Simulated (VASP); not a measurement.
Here is a VASP 6.6.1 calculation.

INCAR

```
SYSTEM = TiB
  ALGO = Normal
  EDIFF = 1E-6
  ENCUT = 500
  GGA = PS
  GGA_COMPAT = .False.
  ISIF = 2
  ISMEAR = -1
  LASPH = .True.
  LCHARG = .False.
  LREAL = .False.
  LWAVE = .False.
  NBANDS = 14
  NELM = 120
  PREC = Accurate
  SIGMA = 0.05
```

File KPOINTS:

```
k-points
0
Gamma
  9 9 9
  0 0 0
```

File POSCAR:

```
TiB
1.0
    2.7617467300      0.0000000000      0.0000000000
    0.0000000000      2.7617467300      0.0000000000
    0.0000000000      0.0000000000      2.7617467300
Ti B
1 1
Direct
    0.0000000000      0.0000000000      0.0000000000
    0.5000000000      0.5000000000      0.5000000000
```

Potentials or basis: VASP PAW PBE potentials, release 64 (Ti_sv, B).

Run with:

```bash
$ cat potpaw_PBE.64/Ti_sv/POTCAR potpaw_PBE.64/B/POTCAR > POTCAR
$ mpirun -np 1 vasp_std > vasp.out
```

**Question.** What does it give for the pressure?

**Answer.** -0.1 GPa.

**Question.** Estimate the band gap on the k mesh.

**Answer.** Zero (an odd number of electrons rules out a gap without spin polarisation).

Caveat: the PAW data sets were made with another functional, which shifts forces and pressure a little.
